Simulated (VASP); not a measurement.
AgI:

```
CELL_PARAMETERS angstrom
0.00000 3.31587 3.31587
3.31587 0.00000 3.31587
3.31587 3.31587 0.00000
ATOMIC_POSITIONS crystal
Ag 0.00000 0.00000 0.00000
I 0.25000 0.25000 0.25000
```

```yaml
Program: VASP 6.6.1
Task: relaxation of cell and atoms
Functional: LDA
Potentials_or_basis: VASP PAW LDA potentials, release 64 (Ag, I)
Cutoff: 500 eV
k_mesh: 6 × 6 × 6
Occupations: fermi-dirac, width 0.02 eV
Spin: no spin polarisation
```

At the start: pressure -3.8 GPa; volume 36.46 Å³/atom.

Q: How do energy, volume and symmetry change on relaxing?

A: Over 4 steps the energy falls by 61.2 meV/atom and the volume is 31.98 Å³/atom (-12.3 %); space group F-43m (No. 216, to 0.05 Å).

The path:
```tsv
step	energy change (eV)	largest force (eV/Å)	pressure (GPa)	volume (Å³)
1	0.0000	0.0000	-3.81	72.92
2	-0.1223	0.0000	-0.12	64.15
3	-0.1223	0.0000	-0.04	63.97
4	-0.1223	0.0000	0.00	63.97
```

Final structure:
```yaml
crystal:
  lattice:
    - [0.00000, 3.17428, 3.17428]
    - [3.17428, 0.00000, 3.17428]
    - [3.17428, 3.17428, 0.00000]
  atoms:
    - { symbol: Ag, position: [0.00000, 0.00000, 0.00000] }
    - { symbol: I, position: [0.25000, 0.25000, 0.25000] }
```

Caveat: the volume moved by -12 % from the deposited cell, more than functionals usually miss.
